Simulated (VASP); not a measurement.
A run of VASP 6.6.1 is set up as follows.

File INCAR:

```
SYSTEM = PbF2
ALGO = Normal
EDIFF = 1E-7
ENCUT = 520
GGA = PS
ISIF = 2
ISMEAR = 0
LASPH = .TRUE.
LCHARG = .FALSE.
LREAL = .FALSE.
LWAVE = .FALSE.
NBANDS = 21
NELM = 80
PREC = Accurate
SIGMA = 0.05
```

The input KPOINTS:

```
k-points
0
G
  8 8 8
  0 0 0
```

Contents of POSCAR:

```
PbF2
1.0
    0.0000000000      2.9698500000      2.9698500000
    2.9698500000      0.0000000000      2.9698500000
    2.9698500000      2.9698500000      0.0000000000
Pb F
1 2
Direct
    0.0000000000      0.0000000000      0.0000000000
    0.2500000000      0.2500000000      0.2500000000
    0.7500000000      0.7500000000      0.7500000000
```

Potentials or basis: VASP PAW PBE potentials, release 64 (Pb_d, F).

Run with:

```sh
$ cat potpaw_PBE.64/Pb_d/POTCAR potpaw_PBE.64/F/POTCAR > POTCAR
$ mpirun -np 1 vasp_std > vasp.out
```

(1) What does it give for the pressure?

(2) Predict the band gap on the k mesh.

## Answers

(1) -1.7 GPa.

(2) 4.31 eV, indirect (least direct gap 4.46 eV).

Caveat: the PAW data sets were made with another functional, which shifts forces and pressure a little; spin-orbit coupling is left out, which moves the levels of the heavy elements.
